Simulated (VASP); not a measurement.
# SiC (F-43m) in VASP: notebook

The runs below take SiC through single point, relaxation of cell and atoms, with LDA.

Everything below comes from runs of VASP 6.6.1. Logs are shortened: lines on timing, memory, paths and dates and some standing lists are left out, and cuts for length are marked.

**The experiment to reproduce.**

“Insight into the structural, elastic and electronic properties of a new orthorhombic 6O-SiC polytype”, 2020, pmc:7200658 quotes, for a bulk crystal of SiC: band gap 2.4 eV (indirect).

The runs below are set against these values where they give the same quantity.

### Step 1. The cell of the first run

The structure is cubic, space group F-43m (No. 216). Conventional cell: a = 4.329 Å, b = 4.329 Å, c = 4.329 Å, α = 90.00°, β = 90.00°, γ = 90.00°. Within 2.5 Å of Si (site symmetry -43m) lie 4 C at 1.87 Å. Within 2.5 Å of C (site symmetry -43m) lie 4 Si at 1.87 Å.

### Step 2. Single point, LDA

The input, INCAR:

```
PREC = Accurate
ENCUT = 520
EDIFF = 1E-7
ISMEAR = 0
SIGMA = 0.01
LREAL = False
LASPH = True
NELM = 100
ALGO = Normal
ISIF = 2
LWAVE = False
LCHARG = False
GGA = CA
NBANDS = 11
```

The input, KPOINTS:

```
regular mesh
0
Gamma
  10 10 10
```

The input, POSCAR:

```
SiC
1.0
    0.0000000000      2.1644840682      2.1644840682
    2.1644840682      0.0000000000      2.1644840682
    2.1644840682      2.1644840682      0.0000000000
Si C
1 1
Direct
    0.0000000000      0.0000000000      0.0000000000
    0.2500000000      0.2500000000      0.2500000000
```

Potentials or basis: VASP PAW LDA potentials, release 64 (Si, C).

On the command line:

```
$ cat potpaw_LDA.64/Si/POTCAR potpaw_LDA.64/C/POTCAR > POTCAR
$ mpirun -np 1 vasp_std > vasp.out
```

OUTCAR:

```text
PREC = Accurate
   ENCUT = 520
   EDIFF = 1E-7
   ISMEAR = 0
   LREAL = False
   LASPH = True
   NELM = 100
   ISIF = 2
   GGA = CA

 ion  position               nearest neighbor table
   1  0.000  0.000  0.000-   2 1.87   2 1.87   2 1.87   2 1.87
   2  0.250  0.250  0.250-   1 1.87   1 1.87   1 1.87   1 1.87

  LATTYP: Found a face centered cubic cell.
 ALAT       =     4.3289681364

  Lattice vectors:

 A1 = (   0.0000000000,   2.1644840682,   2.1644840682)
 A2 = (   2.1644840682,   0.0000000000,   2.1644840682)
 A3 = (   2.1644840682,   2.1644840682,   0.0000000000)

Analysis of symmetry for initial positions (statically):
=====================================================================
 Subroutine PRICEL returns:
 Original cell was already a primitive cell.

 Routine SETGRP: Setting up the symmetry group for a
 face centered cubic supercell.

 Subroutine GETGRP returns: Found 24 space group operations
 (whereof 24 operations were pure point group operations)
 out of a pool of 48 trial point group operations.

The static configuration has the point symmetry T_d .

Analysis of symmetry for dynamics (positions and initial velocities):
=====================================================================
 Subroutine PRICEL returns:
 Original cell was already a primitive cell.

 Routine SETGRP: Setting up the symmetry group for a
 face centered cubic supercell.

 Subroutine GETGRP returns: Found 24 space group operations
 (whereof 24 operations were pure point group operations)
 out of a pool of 48 trial point group operations.

The dynamic configuration has the point symmetry T_d .

 Subroutine INISYM returns: Found 24 space group operations
 (whereof 24 operations are pure point group operations),
 and found     1 'primitive' translations

----------------------------------------------------------------------------------------

                                     Primitive cell

  volume of cell :      20.2812

  direct lattice vectors                    reciprocal lattice vectors
     0.000000000  2.164484068  2.164484068    -0.231001931  0.231001931  0.231001931
     2.164484068  0.000000000  2.164484068     0.231001931 -0.231001931  0.231001931
     2.164484068  2.164484068  0.000000000     0.231001931  0.231001931 -0.231001931

  length of vectors
     3.061042725  3.061042725  3.061042725     0.400107082  0.400107082  0.400107082

  position of ions in fractional coordinates (direct lattice)
     0.000000000  0.000000000  0.000000000
     0.250000000  0.250000000  0.250000000

  ion indices of the primitive-cell ions
   primitive index   ion index
                 1           1
                 2           2

----------------------------------------------------------------------------------------

 KPOINTS: regular mesh

Automatic generation of k-mesh.
 Grid dimensions read from file:
 generate k-points for:   10   10   10

 Generating k-lattice:

  Cartesian coordinates                     Fractional coordinates (reciprocal lattice)
    -0.023100193  0.023100193  0.023100193     0.100000000  0.000000000  0.000000000
     0.023100193 -0.023100193  0.023100193     0.000000000  0.100000000  0.000000000
     0.023100193  0.023100193 -0.023100193     0.000000000  0.000000000  0.100000000

  Length of vectors
     0.040010708  0.040010708  0.040010708

  Shift w.r.t. Gamma in fractional coordinates (k-lattice)
     0.000000000  0.000000000  0.000000000

 Subroutine IBZKPT returns following result:
 ===========================================

 Found     47 irreducible k-points:

 Following reciprocal coordinates:
            Coordinates               Weight
  0.000000  0.000000  0.000000      1.000000
  0.100000  0.000000  0.000000      8.000000
  0.200000  0.000000  0.000000      8.000000
  0.300000  0.000000  0.000000      8.000000
  0.400000  0.000000  0.000000      8.000000
  0.500000  0.000000  0.000000      4.000000
[... 16 lines left out ...]
  0.300000  0.300000  0.000000      6.000000
  0.400000  0.300000  0.000000     24.000000
 [... further k-points ...]
   k-points           NKPTS =     47   k-points in BZ     NKDIM =     47   number of bands    NBANDS=     11
   number of dos      NEDOS =    301   number of ions     NIONS =      2
   total plane-waves  NPLWV =  13824
   dimension x,y,z NGX =    24 NGY =   24 NGZ =   24
   dimension x,y,z NGXF=    48 NGYF=   48 NGZF=   48
   ions per type =               1   1
   NGX,Y,Z   is equivalent  to a cutoff of  13.03, 13.03, 13.03 a.u.
   NGXF,Y,Z  is equivalent  to a cutoff of  26.07, 26.07, 26.07 a.u.
 SYSTEM =  unknown system
   PREC   = accura    normal or accurate (medium, high low for compatibility)
   ISTART =      0    job   : 0-new  1-cont  2-samecut
   ICHARG =      2    charge: 1-file 2-atom 10-const
   ISPIN  =      1    spin polarized calculation?
   LNONCOLLINEAR =      F non collinear calculations
   LSORBIT =      F    spin-orbit coupling
   LASPH  =      T    aspherical Exc in radial PAW
   ENCUT  =  520.0 eV  38.22 Ry    6.18 a.u.   5.69  5.69  5.69*2*pi/ulx,y,z
   NELM   =    100;   NELMIN=  2; NELMDL= -5     # of ELM steps
   EDIFF  = 0.1E-06   stopping-criterion for ELM
   LREAL  =      F    real-space projection
   EDIFFG = 0.1E-05   stopping-criterion for IOM
   NSW    =      0    number of steps for IOM
   IBRION =     -1    ionic relax: 0-MD 1-quasi-New 2-CG
   NFREE  =      0    steps in history (QN), initial steepest desc. (CG)
   ISIF   =      2    stress and relaxation
   ISYM   =      2    0-nonsym 1-usesym 2-fastsym
   POTIM  = 0.5000    time-step for ionic-motion
   TEBEG  =    0.0;   TEEND  =   0.0 temperature during run
   PSTRESS=    0.0 pullay stress
   NELECT =       8.0000    total number of electrons
   NUPDOWN=      -1.0000    fix difference up-down
   EMIN   =  10.00;   EMAX   =-10.00  energy-range for DOS
   EFERMI =   0.00;   METHOD = LEGACY
   ISMEAR =     0;   SIGMA  =   0.01  broadening in eV -4-tet -1-fermi 0-gaus
   EFERMI_NEDOS =   21; number of points for ismear=-14 and -15
   IALGO  =     38    algorithm
   IMIX   =      4    mixing-type and parameters
     AMIX     =   0.40;   BMIX     =  1.00
     AMIX_MAG =   1.60;   BMIX_MAG =  1.00
  volume/ion in A,a.u.               =      10.14        68.43
  Fermi-wavevector in a.u.,A,eV,Ry     =   1.200624  2.268851 19.612778  1.441499
  Thomas-Fermi vector in A             =   2.336455
   LORBIT       =      0    0 simple, 1 ext, 2 COOP (PROOUT), +10 PAW based schemes
   GGA     = CA    functional components
   LHFCALC =     F    Hartree Fock is set to
   AEXX    =    0.0000 exact exchange contribution
   IVDW    =     0    specifies the selected vdW correction
   LEPSILON=     F    determine dielectric tensor
   LRPA    =     F    only Hartree local field effects (RPA)
 non-spin polarized calculation
 Gauss-broadening in eV      SIGMA  =   0.01
  energy-cutoff  :      520.00
  volume of cell :       20.28
 maximum number of plane-waves:       568
   NGX = 11   NGY = 11   NGZ = 11

 number of electron       8.0000000 magnetization

 Free energy of the ion-electron system (eV)
  ---------------------------------------------------
  ext. energy  EPLUGINS =         0.00000000
  ---------------------------------------------------
  free energy    TOTEN  =       -16.64250272 eV

  energy without entropy =      -16.64250272  energy(sigma->0) =      -16.64250272

 E-fermi :   8.3860     XC(G=0): -11.6420

 val. band max:        8.2914727643   @ k =   0.0000   0.0000   0.0000
 cond. band min:       9.5788096428   @ k =   0.5000   0.5000   0.0000
 fundamental gap:      1.2873368785
 Fermi energy:         8.3860314689

 k-point     1 :       0.0000    0.0000    0.0000
  band No.  band energies     occupation
      1      -7.1818      2.00000
      2       8.2915      2.00000
      3       8.2915      2.00000
      4       8.2915      2.00000
      5      14.8201      0.00000
      6      15.6223      0.00000
      7      15.6223      0.00000
      8      15.6223      0.00000
      9      22.8677      0.00000
     10      22.8677      0.00000
     11      24.7751      0.00000

 k-point     2 :       0.1000    0.0000    0.0000
  band No.  band energies     occupation
      1      -6.9827      2.00000
      2       7.2906      2.00000
      3       8.1565      2.00000
      4       8.1565      2.00000
      5      14.9900      0.00000
      6      15.8674      0.00000
      7      15.8674      0.00000
      8      15.9604      0.00000
      9      21.8894      0.00000
     10      21.8894      0.00000
     11      24.5297      0.00000

 k-point     3 :       0.2000    0.0000    0.0000
  band No.  band energies     occupation
      1      -6.3934      2.00000
      2       5.1623      2.00000
      3       7.8472      2.00000
      4       7.8472      2.00000
      5      14.6302      0.00000
      6      16.2230      0.00000
      7      16.2230      0.00000
      8      17.1812      0.00000
      9      21.2114      0.00000
     10      21.2114      0.00000
     11      23.6644      0.00000

 k-point     4 :       0.3000    0.0000    0.0000
  band No.  band energies     occupation
      1      -5.4472      2.00000
      2       2.8204      2.00000
      3       7.5293      2.00000
      4       7.5293      2.00000
      5      14.2182      0.00000
      6      16.0671      0.00000
      7      16.0671      0.00000
      8      18.0933      0.00000
      9      22.0444      0.00000
     10      22.0444      0.00000
     11      23.4257      0.00000
[... 239 lines left out ...]
 k-point    22 :      -0.2000    0.2000    0.0000
  band No.  band energies     occupation
      1      -5.1303      2.00000
      2       3.4993      2.00000
      3       5.0169      2.00000
      4       7.6421      2.00000
      5      14.8552      0.00000
      6      16.4080      0.00000
      7      16.6841      0.00000
      8      17.5039      0.00000
      9      19.8252      0.00000
     10      23.7109      0.00000
     11      27.5530      0.00000

 k-point    23 :       0.3000    0.3000    0.0000
  band No.  band energies     occupation
      1      -4.8604      2.00000
      2       3.9805      2.00000
      3       5.8930      2.00000
      4       5.8930      2.00000
      5      11.4171      0.00000
      6      13.8637      0.00000
      7      19.8670      0.00000
      8      19.8670      0.00000
      9      20.8228      0.00000
     10      25.4667      0.00000
     11      30.0681      0.00000

 k-point    24 :       0.4000    0.3000    0.0000
  band No.  band energies     occupation
      1      -3.9661      2.00000
      2       2.7347      2.00000
      3       5.0859      2.00000
      4       5.6276      2.00000
      5      11.1099      0.00000
      6      13.8764      0.00000
      7      19.9906      0.00000
      8      20.2592      0.00000
      9      22.1130      0.00000
     10      26.4388      0.00000
     11      29.7145      0.00000

 [... further k-points ...]

------------------------ aborting loop because EDIFF is reached ----------------------------------------

  FORCE on cell =-STRESS in cart. coord.  units (eV):
  Direction    XX          YY          ZZ          XY          YZ          ZX
  --------------------------------------------------------------------------------------
  -------------------------------------------------------------------------------------
  Total        0.0517648      0.0517648      0.0517648     -0.0000000      0.0000000     -0.0000000
  in kB        4.0893308      4.0893308      4.0893308     -0.0000000      0.0000000     -0.0000000
  external PRESSURE =       4.0893308 kB  Pullay stress =       0.0000000 kB

 VOLUME and BASIS-vectors are now :
 -----------------------------------------------------------------------------
  energy-cutoff  :      520.00
  volume of cell :       20.28
      direct lattice vectors                 reciprocal lattice vectors
     0.000000000  2.164484068  2.164484068    -0.231001931  0.231001931  0.231001931
     2.164484068  0.000000000  2.164484068     0.231001931 -0.231001931  0.231001931
     2.164484068  2.164484068  0.000000000     0.231001931  0.231001931 -0.231001931

 POSITION                                       TOTAL-FORCE (eV/Angst)
 -----------------------------------------------------------------------------------
      0.00000      0.00000      0.00000        -0.000000     -0.000000     -0.000000
      1.08224      1.08224      1.08224         0.000000      0.000000      0.000000
 -----------------------------------------------------------------------------------
    total drift:                                0.000000      0.000000      0.000000

  FREE ENERGIE OF THE ION-ELECTRON SYSTEM (eV)
  ---------------------------------------------------
  free  energy   TOTEN  =       -16.6425027170 eV

  energy  without entropy=      -16.6425027170  energy(sigma->0) =      -16.64250272
```

It took 17 s on 1 thread of Intel Xeon 6975P-C, shared host; peak memory 0.13 GiB.

What came out:

```yaml
Free_energy: -16.6425 eV
Pressure: 0.4 GPa
Band_gap_on_the_k_mesh: 1.29 eV, indirect (least direct gap 4.52 eV)
```

### Step 3. Relaxation of cell and atoms, LDA

This run uses another cell than the first one, of 10.35 Å³/atom, 1.020 times its volume.

The input, INCAR:

```
SYSTEM = SiC
  PREC = Accurate
  ENCUT = 600
  EDIFF = 1E-6
  ISMEAR = 0
  SIGMA = 0.01
  LREAL = .False.
  LASPH = .True.
  NELM = 100
  ALGO = Normal
  ISIF = 3
  LWAVE = .False.
  LCHARG = .False.
  IBRION = 2
  NSW = 80
  EDIFFG = -0.001
```

The input, KPOINTS:

```
Automatic mesh
0
Gamma
  10 10 10
  0 0 0
```

The input, POSCAR:

```
SiC
1.0
    0.0000000000      2.1790000000      2.1790000000
    2.1790000000      0.0000000000      2.1790000000
    2.1790000000      2.1790000000      0.0000000000
Si C
1 1
Direct
    0.0000000000      0.0000000000      0.0000000000
    0.2500000000      0.2500000000      0.2500000000
```

Potentials or basis: VASP PAW LDA potentials, release 64 (Si, C).

On the command line:

```
$ cat potpaw_LDA.64/Si/POTCAR potpaw_LDA.64/C/POTCAR > POTCAR
$ mpirun -np 1 vasp_std > vasp.out
```

Run time: 55 s. Hardware: 1 thread of Intel Xeon 6975P-C, shared host; peak memory 0.14 GiB.

Results (log left out):

```yaml
Free_energy: -16.6451 eV
Relaxed_volume: 10.15 Å³/atom
Relaxed_cell: a = 3.062 Å, b = 3.062 Å, c = 3.062 Å, α = 60.00°, β = 60.00°, γ = 60.00°
Space_group_after_relaxing_to_0.05_Å: F-43m (No. 216)
Energy_gained_by_relaxing: 2.6 meV/atom
Ionic_steps: 5
Pressure_after_relaxing: 0.0 GPa
Band_gap_on_the_k_mesh: 1.29 eV, indirect (least direct gap 4.52 eV)
```

The path:
| step | energy change (eV) | largest force (eV/Å) | pressure (GPa) | volume (Å³) |
| --- | --- | --- | --- | --- |
| 1 | 0.0000 | 0.0000 | -4.18 | 20.69 |
| 2 | 0.0009 | 0.0000 | 4.83 | 19.89 |
| 3 | -0.0052 | 0.0000 | -0.02 | 20.30 |
| 4 | -0.0052 | 0.0000 | 0.05 | 20.30 |
| 5 | -0.0052 | 0.0000 | -0.01 | 20.30 |

Final structure:
```cif
data_structure
_symmetry_space_group_name_H-M 'P 1'
_symmetry_Int_Tables_number 1
_cell_length_a 3.0622
_cell_length_b 3.0622
_cell_length_c 3.0622
_cell_angle_alpha 60.000
_cell_angle_beta 60.000
_cell_angle_gamma 60.000
_cell_volume 20.30
loop_
_atom_site_label
_atom_site_type_symbol
_atom_site_fract_x
_atom_site_fract_y
_atom_site_fract_z
_atom_site_occupancy
Si1 Si 0.00000 0.00000 0.00000 1
C1 C 0.25000 0.25000 0.25000 1
```

Levels at points of the mesh, in eV from the valence-band top:
```csv
k point,band 1,band 2,band 3,band 4,band 5,band 6,band 7,band 8
"(0.00, 0.00, 0.00)",-15.46,0.00,0.00,0.00,6.51,7.32,7.32,7.32
"(0.50, 0.00, 0.00)",-11.77,-8.66,-1.06,-1.06,5.56,7.21,7.21,10.02
"(0.50, 0.50, 0.00)",-10.27,-7.87,-3.23,-3.23,1.29,4.26,14.05,14.05
```

A k mesh can miss the band edges. As with any semilocal functional, this LDA gap is likely too small.

### Step 4. How close it comes

Step 2. Against the measured gap of SiC, 2.4 eV (indirect; quoted in “Insight into the structural, elastic and electronic properties of a new orthorhombic 6O-SiC polytype”, 2020, pmc:7200658), the calculated 1.29 eV is off by -1.11 eV. The value is that of LDA on a finite k mesh, which can miss the band edges, without temperature or zero-point motion. Semilocal functionals fall short of measured gaps as a rule.
